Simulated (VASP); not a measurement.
# Hf in VASP: notebook

The runs below take Hf through single point, with PBE.

Everything below comes from runs of VASP 6.6.1. Logs are shortened: lines on timing, memory, paths and dates and some standing lists are left out, and cuts for length are marked.

**1. The cell of the first run**

The cell holds a sheet with vacuum, 2 atoms: a = 4.526 Å, b = 4.526 Å, c = 14.000 Å, α = 90.00°, β = 90.00°, γ = 120.00°.

The cell was built from a structure type or drawn by symmetry, and may not be a known phase.

**2. Single point, PBE**

INCAR reads:

```
  PREC = Accurate
  ENCUT = 520
  EDIFF = 1E-7
  ISMEAR = 0
  SIGMA = 0.1
  LREAL = F
  LASPH = T
  NELM = 100
  ALGO = Normal
  ISIF = 2
  LWAVE = F
  LCHARG = F
  LDIPOL = T
  IDIPOL = 3
  DIPOL = 0.5 0.5 0.500
  GGA = PE
  NBANDS = 17
```

KPOINTS reads:

```
regular mesh
0
Gamma
  6 6 1
```

POSCAR reads:

```
Hf
1.0
    4.5256270000      0.0000000000      0.0000000000
   -2.2628140000      3.9193080000      0.0000000000
    0.0000000000      0.0000000000     14.0000000000
Hf
2
Direct
    0.3333333300      0.6666666700      0.5000000000
    0.6666666700      0.3333333300      0.5000000000
```

Potentials or basis: VASP PAW PBE potentials, release 64 (Hf_pv).

Launch:

```bash
$ cat potpaw_PBE.64/Hf_pv/POTCAR > POTCAR
$ mpirun -np 1 vasp_std > vasp.out
```

OUTCAR:

```text
PREC = Accurate
   ENCUT = 520
   EDIFF = 1E-7
   ISMEAR = 0
   LREAL = F
   LASPH = T
   NELM = 100
   ISIF = 2
   GGA = PE

 ion  position               nearest neighbor table
   1  0.333  0.667  0.500-   2 2.61   2 2.61   2 2.61
   2  0.667  0.333  0.500-   1 2.61   1 2.61   1 2.61

  LATTYP: Found a hexagonal cell.
 ALAT       =     4.5256270000
 C/A-ratio  =     3.0934940065

  Lattice vectors:

 A1 = (   4.5256270000,   0.0000000000,   0.0000000000)
 A2 = (  -2.2628140000,   3.9193080000,   0.0000000000)
 A3 = (   0.0000000000,   0.0000000000,  14.0000000000)

Analysis of symmetry for initial positions (statically):
=====================================================================
 Subroutine PRICEL returns:
 Original cell was already a primitive cell.

 Routine SETGRP: Setting up the symmetry group for a
 hexagonal supercell.

 Subroutine GETGRP returns: Found 24 space group operations
 (whereof 24 operations were pure point group operations)
 out of a pool of 24 trial point group operations.

The static configuration has the point symmetry D_6h.

Analysis of symmetry for dynamics (positions and initial velocities):
=====================================================================
 Subroutine PRICEL returns:
 Original cell was already a primitive cell.

 Routine SETGRP: Setting up the symmetry group for a
 hexagonal supercell.

 Subroutine GETGRP returns: Found 24 space group operations
 (whereof 24 operations were pure point group operations)
 out of a pool of 24 trial point group operations.

The dynamic configuration has the point symmetry D_6h.

 Subroutine INISYM returns: Found 24 space group operations
 (whereof 24 operations are pure point group operations),
 and found     1 'primitive' translations

----------------------------------------------------------------------------------------

                                     Primitive cell

  volume of cell :     248.3226

  direct lattice vectors                    reciprocal lattice vectors
     4.525627000  0.000000000  0.000000000     0.220963858  0.127573569  0.000000000
    -2.262814000  3.919308000  0.000000000     0.000000000  0.255147082  0.000000000
     0.000000000  0.000000000 14.000000000     0.000000000  0.000000000  0.071428571

  length of vectors
     4.525627000  4.525627293 14.000000000     0.255147099  0.255147082  0.071428571

  position of ions in fractional coordinates (direct lattice)
     0.333333330  0.666666670  0.500000000
     0.666666670  0.333333330  0.500000000

  ion indices of the primitive-cell ions
   primitive index   ion index
                 1           1
                 2           2

----------------------------------------------------------------------------------------

 KPOINTS: regular mesh

Automatic generation of k-mesh.
 Grid dimensions read from file:
 generate k-points for:    6    6    1

 Generating k-lattice:

  Cartesian coordinates                     Fractional coordinates (reciprocal lattice)
     0.036827310  0.021262262  0.000000000     0.166666667  0.000000000  0.000000000
     0.000000000  0.042524514  0.000000000     0.000000000  0.166666667  0.000000000
     0.000000000  0.000000000  0.071428571     0.000000000  0.000000000  1.000000000

  Length of vectors
     0.042524516  0.042524514  0.071428571

  Shift w.r.t. Gamma in fractional coordinates (k-lattice)
     0.000000000  0.000000000  0.000000000

 Subroutine IBZKPT returns following result:
 ===========================================

 Found      7 irreducible k-points:

 Following reciprocal coordinates:
            Coordinates               Weight
  0.000000  0.000000  0.000000      1.000000
  0.166667 -0.000000  0.000000      6.000000
  0.333333 -0.000000  0.000000      6.000000
  0.500000 -0.000000  0.000000      3.000000
  0.166667  0.166667  0.000000      6.000000
  0.333333  0.166667  0.000000     12.000000
  0.333333  0.333333  0.000000      2.000000
   k-points           NKPTS =      7   k-points in BZ     NKDIM =      7   number of bands    NBANDS=     17
   number of dos      NEDOS =    301   number of ions     NIONS =      2
   total plane-waves  NPLWV = 139968
   dimension x,y,z NGX =    36 NGY =   36 NGZ =  108
   dimension x,y,z NGXF=    72 NGYF=   72 NGZF=  216
   ions per type =               2
   NGX,Y,Z   is equivalent  to a cutoff of  13.22, 13.22, 12.82 a.u.
   NGXF,Y,Z  is equivalent  to a cutoff of  26.45, 26.45, 25.65 a.u.
 SYSTEM =  unknown system
   PREC   = accura    normal or accurate (medium, high low for compatibility)
   ISTART =      0    job   : 0-new  1-cont  2-samecut
   ICHARG =      2    charge: 1-file 2-atom 10-const
   ISPIN  =      1    spin polarized calculation?
   LNONCOLLINEAR =      F non collinear calculations
   LSORBIT =      F    spin-orbit coupling
   LASPH  =      T    aspherical Exc in radial PAW
   ENCUT  =  520.0 eV  38.22 Ry    6.18 a.u.   8.41  8.41 26.03*2*pi/ulx,y,z
   NELM   =    100;   NELMIN=  2; NELMDL= -5     # of ELM steps
   EDIFF  = 0.1E-06   stopping-criterion for ELM
   LREAL  =      F    real-space projection
   EDIFFG = 0.1E-05   stopping-criterion for IOM
   NSW    =      0    number of steps for IOM
   IBRION =     -1    ionic relax: 0-MD 1-quasi-New 2-CG
   NFREE  =      0    steps in history (QN), initial steepest desc. (CG)
   ISIF   =      2    stress and relaxation
   ISYM   =      2    0-nonsym 1-usesym 2-fastsym
   POTIM  = 0.5000    time-step for ionic-motion
   TEBEG  =    0.0;   TEEND  =   0.0 temperature during run
   PSTRESS=    0.0 pullay stress
   NELECT =      20.0000    total number of electrons
   NUPDOWN=      -1.0000    fix difference up-down
   EMIN   =  10.00;   EMAX   =-10.00  energy-range for DOS
   EFERMI =   0.00;   METHOD = LEGACY
   ISMEAR =     0;   SIGMA  =   0.10  broadening in eV -4-tet -1-fermi 0-gaus
   EFERMI_NEDOS =   21; number of points for ismear=-14 and -15
   IALGO  =     38    algorithm
   IMIX   =      4    mixing-type and parameters
     AMIX     =   0.40;   BMIX     =  1.00
     AMIX_MAG =   1.60;   BMIX_MAG =  1.00
  volume/ion in A,a.u.               =     124.16       837.88
  Fermi-wavevector in a.u.,A,eV,Ry     =   0.706989  1.336016  6.800650  0.499834
  Thomas-Fermi vector in A             =   1.792917
   LORBIT       =      0    0 simple, 1 ext, 2 COOP (PROOUT), +10 PAW based schemes
   GGA     = PE    functional components
   LHFCALC =     F    Hartree Fock is set to
   AEXX    =    0.0000 exact exchange contribution
   IVDW    =     0    specifies the selected vdW correction
   LEPSILON=     F    determine dielectric tensor
   LRPA    =     F    only Hartree local field effects (RPA)
 non-spin polarized calculation
 Gauss-broadening in eV      SIGMA  =   0.10
  energy-cutoff  :      520.00
  volume of cell :      248.32
 maximum number of plane-waves:      6731
 NGX is ok and might be reduce to    36
   NGX = 17   NGY = 17   NGZ = 53

 number of electron      20.0000002 magnetization

 dipolmoment           0.000000      0.000000      0.000000 electrons x Angstroem

 Free energy of the ion-electron system (eV)
  ---------------------------------------------------
  ext. energy  EPLUGINS =         0.00000000
  ---------------------------------------------------
  free energy    TOTEN  =       -12.11702059 eV

  energy without entropy =      -12.07910829  energy(sigma->0) =      -12.09806444

 E-fermi :  -2.1023     XC(G=0):  -3.3751

 val. band max:       -2.1199230455   @ k =   0.1667  -0.0000   0.0000
 cond. band min:      -2.0228986488   @ k =   0.1667  -0.0000   0.0000
 fundamental gap:      0.0970243967
 Fermi energy:        -2.1022883558

 k-point     1 :       0.0000    0.0000    0.0000
  band No.  band energies     occupation
      1     -33.3658      2.00000
      2     -33.3658      2.00000
      3     -33.0646      2.00000
      4     -32.6533      2.00000
      5     -31.9372      2.00000
      6     -31.9372      2.00000
[... 9 lines left out ...]
     16       1.1706      0.00000
     17       1.2480      0.00000

 k-point     2 :       0.1667   -0.0000    0.0000
  band No.  band energies     occupation
      1     -33.3980      2.00000
      2     -33.3004      2.00000
      3     -33.0408      2.00000
      4     -32.6782      2.00000
      5     -32.0095      2.00000
      6     -31.8977      2.00000
[... 9 lines left out ...]
     16       0.9157      0.00000
     17       1.5035      0.00000

 k-point     3 :       0.3333   -0.0000    0.0000
  band No.  band energies     occupation
      1     -33.4578      2.00000
      2     -33.1419      2.00000
      3     -32.9792      2.00000
      4     -32.7419      2.00000
      5     -32.1814      2.00000
      6     -31.8233      2.00000
[... 9 lines left out ...]
     16       1.5665      0.00000
     17       2.1561      0.00000

 k-point     4 :       0.5000   -0.0000    0.0000
  band No.  band energies     occupation
      1     -33.4858      2.00000
      2     -33.0367      2.00000
      3     -32.9296      2.00000
      4     -32.7926      2.00000
      5     -32.2932      2.00000
      6     -31.7880      2.00000
[... 9 lines left out ...]
     16       2.6938      0.00000
     17       2.9405      0.00000

 k-point     5 :       0.1667    0.1667    0.0000
  band No.  band energies     occupation
      1     -33.4554      2.00000
      2     -33.1673      2.00000
      3     -32.9973      2.00000
      4     -32.7233      2.00000
      5     -32.1535      2.00000
      6     -31.8285      2.00000
[... 9 lines left out ...]
     16       1.1463      0.00000
     17       1.9415      0.00000

 k-point     6 :       0.3333    0.1667    0.0000
  band No.  band energies     occupation
      1     -33.5132      2.00000
      2     -32.9654      2.00000
      3     -32.9296      2.00000
      4     -32.7926      2.00000
      5     -32.3666      2.00000
      6     -31.7584      2.00000
[... 9 lines left out ...]
     16       1.6134      0.00000
     17       2.5724      0.00000

 k-point     7 :       0.3333    0.3333    0.0000
  band No.  band energies     occupation
      1     -33.5496      2.00000
      2     -32.8614      2.00000
      3     -32.8614      2.00000
      4     -32.6687      2.00000
      5     -32.6687      2.00000
      6     -31.7161      2.00000
[... 9 lines left out ...]
     16       1.5567      0.00000
     17       1.5567      0.00000

------------------------ aborting loop because EDIFF is reached ----------------------------------------

 vacuum level on the upper side and lower side of the slab       (xc-potential included)        -0.223        -0.223

  FORCE on cell =-STRESS in cart. coord.  units (eV):
  Direction    XX          YY          ZZ          XY          YZ          ZX
  --------------------------------------------------------------------------------------
  -------------------------------------------------------------------------------------
  Total        4.3339577      4.3339578     -0.0080419     -0.0000006     -0.0000000     -0.0000000
  in kB       27.9626974     27.9626982     -0.0518861     -0.0000036     -0.0000000     -0.0000000
  external PRESSURE =      18.6245032 kB  Pullay stress =       0.0000000 kB

 VOLUME and BASIS-vectors are now :
 -----------------------------------------------------------------------------
  energy-cutoff  :      520.00
  volume of cell :      248.32
      direct lattice vectors                 reciprocal lattice vectors
     4.525627000  0.000000000  0.000000000     0.220963858  0.127573569  0.000000000
    -2.262814000  3.919308000  0.000000000     0.000000000  0.255147082  0.000000000
     0.000000000  0.000000000 14.000000000     0.000000000  0.000000000  0.071428571

 POSITION                                       TOTAL-FORCE (eV/Angst)
 -----------------------------------------------------------------------------------
     -0.00000      2.61287      7.00000        -0.000000      0.000000      0.000000
      2.26281      1.30644      7.00000         0.000000     -0.000000      0.000000
 -----------------------------------------------------------------------------------
    total drift:                                0.000000     -0.000000      0.000000

  FREE ENERGIE OF THE ION-ELECTRON SYSTEM (eV)
  ---------------------------------------------------
  free  energy   TOTEN  =       -12.1170205850 eV

  energy  without entropy=      -12.0791082885  energy(sigma->0) =      -12.09806444

 vacuum level on the upper side and lower side of the slab         1.449         1.449
```

Run time: 60 s. Hardware: 1 thread of Intel Xeon Platinum 8259CL at 2.50GHz (Skylake/Cascade Lake), shared host; peak memory 0.35 GiB.

What came out:

| Item | Value |
| --- | --- |
| Free energy | -12.1170 eV |
| Band gap on the k mesh | zero (bands 10 and 11 overlap by 0.37 eV) |

Levels at points of the mesh, in eV from the Fermi level:
```
           k point  band 8  band 9  band 10  band 11  band 12  band 13
(0.00, 0.00, 0.00)   -0.31    0.13     0.13     0.34     0.93     0.93
(0.50, 0.00, 0.00)   -1.61   -0.54    -0.50    -0.24    -0.21     0.88
```

Caveat: spin-orbit coupling is left out, which moves the levels of the heavy elements.

(Continued in part 2 of 2.)
